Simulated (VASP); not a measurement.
# Co (C2) in VASP: a series of runs

Co is run at these levels: PBE; tasks: single point.

All numbers are computed with VASP 6.6.1; they aren't measurements. Logs are shortened: lines on timing, memory, paths and dates and some standing lists are left out, and cuts for length are marked.

## 1. The cell of the first run

The structure is monoclinic, space group C2 (No. 5). The conventional cell has a = 4.279 Å, b = 2.471 Å, c = 8.088 Å, α = 90.00°, β = 90.00°, γ = 90.00°. Co (site symmetry 2) has 12 Co at 2.46 to 2.49 Å within 3.3 Å. Co (site symmetry 1) has 12 Co at 2.46 to 2.49 Å within 3.3 Å. Co (site symmetry 2) has 12 Co at 2.47 Å within 3.3 Å.

## 2. Single point, PBE, collinear spin, ferromagnetic start

Contents of INCAR:

```
SYSTEM = Co
ALGO     = Normal         ! electronic algorithm
EDIFF    = 1E-7           ! SCF threshold, eV
ENCUT    = 520            ! plane-wave cutoff, eV
GGA      = PE             ! functional
ISIF     = 2              ! what is computed and relaxed
ISMEAR   = -1             ! smearing method
ISPIN    = 2              ! spin polarisation
LASPH    = .TRUE.         ! aspherical terms in the spheres
LCHARG   = .TRUE.         ! write CHGCAR
LELF     = .TRUE.         ! ELF
LMAXMIX  = 4              ! l up to which the mixer works
LORBIT   = 11             ! projections on sites
LREAL    = .FALSE.        ! projectors in reciprocal space
LVHAR    = .TRUE.       
LWAVE    = .FALSE.        ! write WAVECAR
MAGMOM   = 3.2 3.2 3.2 3.2 ! initial moments
NBANDS   = 30             ! bands
NELM     = 150            ! most SCF steps
PREC     = Accurate       ! precision mode
SIGMA    = 0.1            ! smearing width, eV
```

Contents of KPOINTS:

```
k-points
0
G
  10 10 3
  0 0 0
```

Contents of POSCAR:

```
Co
1.0
    2.4705617800      0.0000000000      0.0000000000
   -1.2352808900      2.1395692600      0.0000000000
    0.0000000000      0.0000000000      8.0882338000
Co
4
Direct
    0.0101191560      0.0000000000      0.0000000000
    0.3333333324      0.6666666729      0.2500000000
    0.0000000000      0.0000000000      0.5000000000
    0.6666666699      0.3333333318      0.7500000000
```

Potentials or basis: VASP PAW PBE potentials, release 64 (Co).

Launch:

```console
> cat potpaw_PBE.64/Co/POTCAR > POTCAR
> mpirun -np 1 vasp_std > vasp.out
```

OUTCAR:

```text
SYSTEM = Co
   EDIFF = 1E-7
   ENCUT = 520
   GGA = PE
   ISIF = 2
   ISMEAR = -1
   ISPIN = 2
   LASPH = .TRUE.
   LORBIT = 11
   LREAL = .FALSE.
   NELM = 150
   PREC = Accurate

 ion  position               nearest neighbor table
   1  0.010  0.000  0.000-   2 2.46   4 2.46   4 2.47   2 2.47   4 2.49   2 2.49
   2  0.333  0.667  0.250-   1 2.46   3 2.47   3 2.47   3 2.47   1 2.47   1 2.49
   3  0.000  0.000  0.500-   2 2.47   4 2.47   4 2.47   2 2.47   4 2.47   2 2.47
   4  0.667  0.333  0.750-   1 2.46   3 2.47   3 2.47   3 2.47   1 2.47   1 2.49

  LATTYP: Found a hexagonal cell.
 ALAT       =     2.4705617800
 C/A-ratio  =     3.2738439757

  Lattice vectors:

 A1 = (   2.4705617800,   0.0000000000,   0.0000000000)
 A2 = (  -1.2352808900,   2.1395692600,   0.0000000000)
 A3 = (   0.0000000000,   0.0000000000,   8.0882338000)

Analysis of symmetry for initial positions (statically):
=====================================================================
 Subroutine PRICEL returns:
 Original cell was already a primitive cell.

 Routine SETGRP: Setting up the symmetry group for a
 hexagonal supercell.

 Subroutine GETGRP returns: Found  2 space group operations
 (whereof  2 operations were pure point group operations)
 out of a pool of 24 trial point group operations.

The static configuration has the point symmetry C_2 .

Analysis of symmetry for dynamics (positions and initial velocities):
=====================================================================
 Subroutine PRICEL returns:
 Original cell was already a primitive cell.

 Routine SETGRP: Setting up the symmetry group for a
 hexagonal supercell.

 Subroutine GETGRP returns: Found  2 space group operations
 (whereof  2 operations were pure point group operations)
 out of a pool of 24 trial point group operations.

The dynamic configuration has the point symmetry C_2 .

Analysis of structural, dynamic, and magnetic symmetry:
=====================================================================
 Subroutine PRICEL returns:
 Original cell was already a primitive cell.

 Routine SETGRP: Setting up the symmetry group for a
 hexagonal supercell.

 Subroutine GETGRP returns: Found  2 space group operations
 (whereof  2 operations were pure point group operations)
 out of a pool of 24 trial point group operations.

The overall configuration has the point symmetry C_2 .

 Subroutine INISYM returns: Found  2 space group operations
 (whereof  2 operations are pure point group operations),
 and found     1 'primitive' translations

----------------------------------------------------------------------------------------

                                     Primitive cell

  volume of cell :      42.7539

  direct lattice vectors                    reciprocal lattice vectors
     2.470561780  0.000000000  0.000000000     0.404766239  0.233691897  0.000000000
    -1.235280890  2.139569260  0.000000000     0.000000000  0.467383795  0.000000000
     0.000000000  0.000000000  8.088233800     0.000000000  0.000000000  0.123636386

  length of vectors
     2.470561780  2.470561777  8.088233800     0.467383794  0.467383795  0.123636386

  position of ions in fractional coordinates (direct lattice)
     0.010119156  0.000000000  0.000000000
     0.333333332  0.666666673  0.250000000
     0.000000000  0.000000000  0.500000000
     0.666666670  0.333333332  0.750000000

  ion indices of the primitive-cell ions
   primitive index   ion index
                 1           1
                 2           2
                 3           3
                 4           4

----------------------------------------------------------------------------------------

 KPOINTS: k-points

Automatic generation of k-mesh.
 Grid dimensions read from file:
 generate k-points for:   10   10    3

 Generating k-lattice:

  Cartesian coordinates                     Fractional coordinates (reciprocal lattice)
     0.040476624  0.023369190  0.000000000     0.100000000  0.000000000  0.000000000
     0.000000000  0.046738379  0.000000000     0.000000000  0.100000000  0.000000000
     0.000000000  0.000000000  0.041212129     0.000000000  0.000000000  0.333333333

  Length of vectors
     0.046738379  0.046738379  0.041212129

  Shift w.r.t. Gamma in fractional coordinates (k-lattice)
     0.000000000  0.000000000  0.000000000

 Subroutine IBZKPT returns following result:
 ===========================================

 Found     86 irreducible k-points:

 Following reciprocal coordinates:
            Coordinates               Weight
  0.000000  0.000000  0.000000      1.000000
  0.100000 -0.000000  0.000000      4.000000
  0.000000  0.100000  0.000000      2.000000
  0.200000 -0.000000  0.000000      4.000000
  0.000000  0.200000  0.000000      2.000000
  0.300000  0.000000  0.000000      4.000000
[... 16 lines left out ...]
  0.200000  0.200000  0.000000      4.000000
 -0.400000  0.200000  0.000000      2.000000
 [... further k-points ...]
   k-points           NKPTS =     86   k-points in BZ     NKDIM =     86   number of bands    NBANDS=     30
   number of dos      NEDOS =    301   number of ions     NIONS =      4
   total plane-waves  NPLWV =  19440
   dimension x,y,z NGX =    18 NGY =   18 NGZ =   60
   dimension x,y,z NGXF=    36 NGYF=   36 NGZF=  120
   ions per type =               4
   NGX,Y,Z   is equivalent  to a cutoff of  12.11, 12.11, 12.33 a.u.
   NGXF,Y,Z  is equivalent  to a cutoff of  24.22, 24.22, 24.66 a.u.
 SYSTEM =  Co
   PREC   = accura    normal or accurate (medium, high low for compatibility)
   ISTART =      0    job   : 0-new  1-cont  2-samecut
   ICHARG =      2    charge: 1-file 2-atom 10-const
   ISPIN  =      2    spin polarized calculation?
   LNONCOLLINEAR =      F non collinear calculations
   LSORBIT =      F    spin-orbit coupling
   LASPH  =      T    aspherical Exc in radial PAW
   ENCUT  =  520.0 eV  38.22 Ry    6.18 a.u.   4.59  4.59 15.04*2*pi/ulx,y,z
   NELM   =    150;   NELMIN=  2; NELMDL= -5     # of ELM steps
   EDIFF  = 0.1E-06   stopping-criterion for ELM
   LREAL  =      F    real-space projection
   EDIFFG = 0.1E-05   stopping-criterion for IOM
   NSW    =      0    number of steps for IOM
   IBRION =     -1    ionic relax: 0-MD 1-quasi-New 2-CG
   NFREE  =      0    steps in history (QN), initial steepest desc. (CG)
   ISIF   =      2    stress and relaxation
   ISYM   =      2    0-nonsym 1-usesym 2-fastsym
   POTIM  = 0.5000    time-step for ionic-motion
   TEBEG  =    0.0;   TEEND  =   0.0 temperature during run
   PSTRESS=    0.0 pullay stress
   NELECT =      36.0000    total number of electrons
   NUPDOWN=      -1.0000    fix difference up-down
   EMIN   =  10.00;   EMAX   =-10.00  energy-range for DOS
   EFERMI =   0.00;   METHOD = LEGACY
   ISMEAR =    -1;   SIGMA  =   0.10  broadening in eV -4-tet -1-fermi 0-gaus
   EFERMI_NEDOS =   21; number of points for ismear=-14 and -15
   IALGO  =     38    algorithm
   IMIX   =      4    mixing-type and parameters
     AMIX     =   0.40;   BMIX     =  1.00
     AMIX_MAG =   1.60;   BMIX_MAG =  1.00
  volume/ion in A,a.u.               =      10.69        72.13
  Fermi-wavevector in a.u.,A,eV,Ry     =   1.545908  2.921343 32.515647  2.389833
  Thomas-Fermi vector in A             =   2.651220
   LORBIT       =     11    0 simple, 1 ext, 2 COOP (PROOUT), +10 PAW based schemes
   GGA     = PE    functional components
   LHFCALC =     F    Hartree Fock is set to
   AEXX    =    0.0000 exact exchange contribution
   IVDW    =     0    specifies the selected vdW correction
   LEPSILON=     F    determine dielectric tensor
   LRPA    =     F    only Hartree local field effects (RPA)
 spin polarized calculation
  energy-cutoff  :      520.00
  volume of cell :       42.75
 maximum number of plane-waves:      1172
   NGX =  9   NGY =  9   NGZ = 31

 number of electron      36.0000000 magnetization      12.8000000

 number of electron      35.9999994 magnetization       6.6024753

 Free energy of the ion-electron system (eV)
  ---------------------------------------------------
  ext. energy  EPLUGINS =         0.00000000
  ---------------------------------------------------
  free energy    TOTEN  =       -28.17753085 eV

  energy without entropy =      -28.05650242  energy(sigma->0) =      -28.11701663

 E-fermi :  10.5237     XC(G=0): -13.4928

 val. band max:       10.4900397214   @ k =   0.0000   0.2000   0.3333
 cond. band min:      10.5562462026   @ k =   0.4000   0.2000   0.0000
 fundamental gap:      0.0662064812
 Fermi energy:        10.5237227356

 spin component 1

 k-point     1 :       0.0000    0.0000    0.0000
  band No.  band energies     occupation
      1       1.4619      1.00000
      2       3.6765      1.00000
      3       3.7032      1.00000
      4       5.2580      1.00000
      5       7.4598      1.00000
      6       7.4851      1.00000
[... 22 lines left out ...]
     29      33.0919      0.00000
     30      34.0227      0.00000

 k-point     2 :       0.1000   -0.0000    0.0000
  band No.  band energies     occupation
      1       1.8179      1.00000
      2       3.9789      1.00000
      3       4.0048      1.00000
      4       5.4794      1.00000
      5       7.2492      1.00000
      6       7.3499      1.00000
[... 22 lines left out ...]
     29      31.6178      0.00000
     30      31.6955      0.00000

 k-point     3 :       0.0000    0.1000    0.0000
  band No.  band energies     occupation
      1       1.8179      1.00000
      2       3.9789      1.00000
      3       4.0048      1.00000
      4       5.4794      1.00000
      5       7.2493      1.00000
      6       7.3500      1.00000
[... 682 lines left out ...]
     29      23.9675      0.00000
     30      24.4550      0.00000

 k-point    24 :      -0.4000    0.2000    0.0000
  band No.  band energies     occupation
      1       5.0210      1.00000
      2       5.7304      1.00000
      3       5.7619      1.00000
      4       6.3503      1.00000
      5       6.5386      1.00000
      6       6.6220      1.00000
[... 22 lines left out ...]
     29      23.9677      0.00000
     30      24.4552      0.00000

 [... further k-points ...]

 spin component 2

 k-point     1 :       0.0000    0.0000    0.0000
  band No.  band energies     occupation
      1       1.4836      1.00000
      2       3.7828      1.00000
      3       3.7864      1.00000
      4       6.1949      1.00000
      5       8.8063      1.00000
      6       8.8651      1.00000
[... 22 lines left out ...]
     29      32.8073      0.00000
     30      33.7729      0.00000

 k-point     2 :       0.1000   -0.0000    0.0000
  band No.  band energies     occupation
      1       1.8412      1.00000
      2       4.0939      1.00000
      3       4.0973      1.00000
      4       6.4454      1.00000
      5       8.6324      1.00000
      6       8.7818      1.00000
[... 22 lines left out ...]
     29      31.6256      0.00000
     30      31.7392      0.00000

 k-point     3 :       0.0000    0.1000    0.0000
  band No.  band energies     occupation
      1       1.8412      1.00000
      2       4.0939      1.00000
      3       4.0973      1.00000
      4       6.4455      1.00000
      5       8.6325      1.00000
      6       8.7819      1.00000
[... 682 lines left out ...]
     29      24.4743      0.00000
     30      24.9335      0.00000

 k-point    24 :      -0.4000    0.2000    0.0000
  band No.  band energies     occupation
      1       5.2085      1.00000
      2       6.4349      1.00000
      3       6.4360      1.00000
      4       7.6153      1.00000
      5       7.7817      1.00000
      6       7.9285      1.00000
[... 22 lines left out ...]
     29      24.4745      0.00000
     30      24.9341      0.00000

 [... further k-points ...]
[... 5 lines left out ...]
  --------------------------------------------------------------------------------------
  -------------------------------------------------------------------------------------
  Total        1.3850957      1.3868102      0.5247892      0.0000000     -0.0031260      0.0000000
  in kB       51.9056469     51.9698965     19.6661673      0.0000000     -0.1171468      0.0000000
  external PRESSURE =      41.1805702 kB  Pullay stress =       0.0000000 kB

 VOLUME and BASIS-vectors are now :
 -----------------------------------------------------------------------------
  energy-cutoff  :      520.00
  volume of cell :       42.75
      direct lattice vectors                 reciprocal lattice vectors
     2.470561780  0.000000000  0.000000000     0.404766239  0.233691897  0.000000000
    -1.235280890  2.139569260  0.000000000     0.000000000  0.467383795  0.000000000
     0.000000000  0.000000000  8.088233800     0.000000000  0.000000000  0.123636386

 POSITION                                       TOTAL-FORCE (eV/Angst)
 -----------------------------------------------------------------------------------
      0.02500      0.00000      0.00000        -0.057766      0.000000      0.000000
     -0.00000      1.42638      2.02206         0.024438     -0.000669      0.000735
      0.00000      0.00000      4.04412         0.008890      0.000000      0.000000
      1.23528      0.71319      6.06618         0.024438      0.000669     -0.000735
 -----------------------------------------------------------------------------------
    total drift:                                0.000034      0.000000      0.000000

  FREE ENERGIE OF THE ION-ELECTRON SYSTEM (eV)
  ---------------------------------------------------
  free  energy   TOTEN  =       -28.1775308507 eV

  energy  without entropy=      -28.0565024172  energy(sigma->0) =      -28.11701663

 total charge

# of ion       s       p       d       tot
------------------------------------------
    1        0.498   0.535   7.270   8.304
    2        0.497   0.539   7.264   8.299
    3        0.498   0.535   7.270   8.304
    4        0.497   0.539   7.264   8.299
--------------------------------------------------
tot          1.990   2.148  29.068  33.206

 magnetization (x)

# of ion       s       p       d       tot
------------------------------------------
    1       -0.013  -0.048   1.720   1.659
    2       -0.013  -0.051   1.734   1.670
    3       -0.013  -0.048   1.720   1.659
    4       -0.013  -0.051   1.734   1.670
--------------------------------------------------
tot         -0.050  -0.198   6.908   6.660
```

Wall time 2.2 min (1 thread of Intel Xeon 6975P-C (Granite Rapids), shared host); peak memory 0.27 GiB.

Results:

* Free energy: -28.1775 eV
* Pressure: 4.1 GPa
* Largest force: 0.058 eV/Å
* Net moment: 6.60 μB per cell
* Site moments: Co +1.66, +1.67 μB
* Valence electrons inside the program's atomic spheres: Co 8.30

Forces on the atoms (eV/Å):
```
Co  -0.058  0.000  0.000
Co   0.024 -0.001  0.001
Co   0.009  0.000  0.000
Co   0.024  0.001 -0.001
```

## 3. Single point, PBE, collinear spin, ferromagnetic start

Contents of INCAR:

```
SYSTEM = Co
  ALGO = Normal
  EDIFF = 1E-7
  ENCUT = 520
  GGA = PE
  ISIF = 2
  ISMEAR = -1
  ISPIN = 2
  LASPH = .True.
  LCHARG = .True.
  LELF = .True.
  LMAXMIX = 4
  LORBIT = 11
  LREAL = .False.
  LVHAR = .True.
  LWAVE = .False.
  MAGMOM = 3.2 3.2 3.2 3.2
  NBANDS = 30
  NELM = 150
  PREC = Accurate
  SIGMA = 0.1
```

Contents of KPOINTS:

```
k-points
0
Gamma
  10 10 3
  0 0 0
```

Edit POSCAR of step 2 so:

```diff
@@ -8,3 +8,3 @@
 Direct
-    0.0101191560      0.0000000000      0.0000000000
+    0.0202383120      0.0000000000      0.0000000000
     0.3333333324      0.6666666729      0.2500000000
```

Potentials or basis: VASP PAW PBE potentials, release 64 (Co).

Launch:

```console
> cat potpaw_PBE.64/Co/POTCAR > POTCAR
> mpirun -np 1 vasp_std > vasp.out
```

Run time: 2.1 min. Hardware: 1 thread of Intel Xeon 6975P-C (Granite Rapids), shared host; peak memory 0.27 GiB.

The run converged. Its results:

```yaml
Free_energy: -28.1754 eV
Pressure: 4.2 GPa
Largest_force: 0.116 eV/Å
Net_moment: 6.60 μB per cell
Site_moments: Co +1.66, +1.67 μB
Valence_electrons_inside_the_program's_atomic_spheres: Co 8.30
```

Forces on the atoms (eV/Å):
```
Co  -0.116  0.000  0.000
Co   0.049 -0.003  0.003
Co   0.018  0.000  0.000
Co   0.049  0.003 -0.003
```

Stress tensor (GPa, compression positive):
```
 5.24  0.00  0.00
 0.00  5.26 -0.05
 0.00 -0.05  2.05
```

Levels at points of the mesh, in eV from the Fermi level:
Spin up:
| k point | band 18 | band 19 | band 20 | band 21 | band 22 | band 23 | band 24 | band 25 | band 26 | band 27 |
| --- | --- | --- | --- | --- | --- | --- | --- | --- | --- | --- |
| (0.00, 0.00, 0.00) | -1.51 | -1.50 | -1.20 | -1.20 | -0.80 | -0.80 | -0.29 | 6.25 | 14.82 | 14.82 |
| (0.50, 0.00, 0.00) | -0.56 | -0.55 | -0.53 | 0.29 | 1.39 | 2.49 | 3.14 | 7.05 | 7.07 | 10.44 |
| (0.00, 0.50, 0.00) | -0.56 | -0.55 | -0.52 | 0.28 | 1.39 | 2.50 | 3.13 | 7.05 | 7.07 | 10.43 |
Spin down:
| k point | band 11 | band 12 | band 13 | band 14 | band 15 | band 16 | band 17 | band 18 |
| --- | --- | --- | --- | --- | --- | --- | --- | --- |
| (0.00, 0.00, 0.00) | -1.11 | -0.84 | -0.83 | -0.79 | -0.79 | -0.32 | 0.08 | 0.08 |
| (0.50, 0.00, 0.00) | -0.80 | -0.08 | -0.04 | 0.53 | 1.22 | 1.23 | 1.25 | 1.28 |
| (0.00, 0.50, 0.00) | -0.81 | -0.08 | -0.04 | 0.53 | 1.22 | 1.24 | 1.25 | 1.28 |
